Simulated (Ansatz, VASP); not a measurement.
**Cs: VASP beside Ansatz**

Contents of INCAR:

```
  PREC = Accurate
  ENCUT = 520
  EDIFF = 1E-7
  ISMEAR = -1
  SIGMA = 0.1
  LREAL = False
  LASPH = True
  NELM = 100
  ALGO = Normal
  ISIF = 2
  LWAVE = False
  LCHARG = False
  GGA = RE
  NBANDS = 10
```

File KPOINTS:

```
Automatic mesh
0
Gamma
  8 8 8
```

POSCAR

```
Cs
1.0
    0.0000000000      4.1620414688      4.1620414688
    4.1620414688      0.0000000000      4.1620414688
    4.1620414688      4.1620414688      0.0000000000
Cs
1
Direct
    0.0000000000      0.0000000000      0.0000000000
```

Input for Ansatz:

```yaml
crystal:
  lattice:
    - [0.0, 4.1620414688, 4.1620414688]
    - [4.1620414688, 0.0, 4.1620414688]
    - [4.1620414688, 4.1620414688, 0.0]
  atoms:
    - { symbol: Cs, position: [0.0, 0.0, 0.0] }
hamiltonian:
  xc: revpbe
  pseudopotentials:
    kind: paw
    azcp:
      Cs: "pseudopotentials/Cs.paw.azcp"
basis:
  ecutwfc: 420
  fft_grid_basis: typed
kpoints:
  mp_grid: { grid: [8, 8, 8], shift: [0, 0, 0] }
magnetization:
  spin_polarized: false
scf:
  occupations: { method: fermi_dirac, width: 0.1 }
  lower_state_search: "off"
output:
  stress: true
```

Alike in both runs: task single point; functional revPBE; k mesh 8 × 8 × 8; occupations fermi-dirac, width 0.1 eV; no spin polarisation.

|  | VASP | Ansatz |
| --- | --- | --- |
| version | VASP 6.6.1 | Ansatz 0.2.0 |
| potentials or method | VASP PAW PBE potentials, release 64 (Cs_sv), cutoff 520 eV | plane waves (420 eV) with PAW, scalar-relativistic |
| valence electrons in the cell | 9 | 9 |

|  | VASP | Ansatz | Ansatz less VASP |
| --- | --- | --- | --- |
| pressure (GPa) | -0.1 | -0.1 | +0.01 |

VASP's potentials were made for PBE, not for revPBE. The functional is the same, so the differences come from potentials, cutoffs and numerics.

Neither program's run includes spin-orbit coupling.
